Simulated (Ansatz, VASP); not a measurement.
# CdS: VASP beside Ansatz

```
Cd S
1.0
     0.00000    2.94295    2.94295
     2.94295    0.00000    2.94295
     2.94295    2.94295    0.00000
Cd S
1 1
Cartesian
  0.0000 0.0000 0.0000
  4.4144 4.4144 4.4144
```

Alike in both runs: task relaxation of cell and atoms; functional LDA; k mesh 8 × 8 × 8; occupations gaussian, width 0.02 eV; no spin polarisation.

```csv
,VASP,Ansatz
version,VASP 6.6.1,Ansatz 0.2.0
potentials or method,"VASP PAW LDA potentials, release 64 (Cd_sv_GW, S), cutoff 630 eV","scalar-relativistic, plane waves, PAW"
valence electrons in the cell,26,26
```

VASP gave:

```
gap on the k mesh at the Fermi level, each at its own relaxed structure (eV)  : 0.96
relaxed volume (Å³/atom)                                                      : 23.88
relaxed length of the cell vector where the two differ most in proportion (Å) : 4.073
```

Task: What did Ansatz give for the same quantities?

Result: gap on the k mesh at the Fermi level, each at its own relaxed structure (eV): 0.95; relaxed volume (Å³/atom): 23.85; relaxed length of the cell vector where the two differ most in proportion (Å): 4.071.

Ansatz warns that its potentials were made for another functional, while VASP's fit it. LDA's correlation is that of Perdew and Zunger in VASP and of Perdew and Wang (1992) in Ansatz.
